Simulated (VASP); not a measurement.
Input of a VASP 6.6.1 run:

Contents of INCAR:

```
  PREC = Accurate
  ENCUT = 520
  EDIFF = 1E-6
  ISMEAR = -1
  SIGMA = 0.05
  LREAL = F
  LASPH = T
  NELM = 150
  ALGO = Normal
  ISIF = 2
  LWAVE = F
  LCHARG = F
  LNONCOLLINEAR = T
  MAGMOM = 0 0 0 0 0 0
  LORBIT = 11
  LSORBIT = T
  GGA_COMPAT = F
  LORBMOM = T
  GGA = PS
  NBANDS = 32
```

The input KPOINTS:

```
Automatic mesh
0
Gamma
  6 6 5
```

The input POSCAR:

```
PbS
1.0
    4.0896976867      0.0000000000      0.0000000000
   -2.0448488433      3.5417820905      0.0000000000
    0.0000000000      0.0000000000      3.7881670000
Pb S
1 1
Direct
    0.0000000000      0.0000000000      0.0000000000
    0.6666666667      0.3333333333      0.5000000000
```

Potentials or basis: VASP PAW PBE potentials, release 64 (Pb_d, S).

Run with:

```sh
$ cat potpaw_PBE.64/Pb_d/POTCAR potpaw_PBE.64/S/POTCAR > POTCAR
$ mpirun -np 1 vasp_ncl > vasp.out
```

Problem. What does it give for the pressure?

Solution. -3.2 GPa.

Problem. Estimate the net moment.

Solution. 0.00 μB per cell.

Moments on the atoms (μB; x, y, z):
```
Pb  0.00 0.00 0.00
S   0.00 0.00 0.00
```

Caveat: the PAW data sets were made with another functional, which shifts forces and pressure a little.
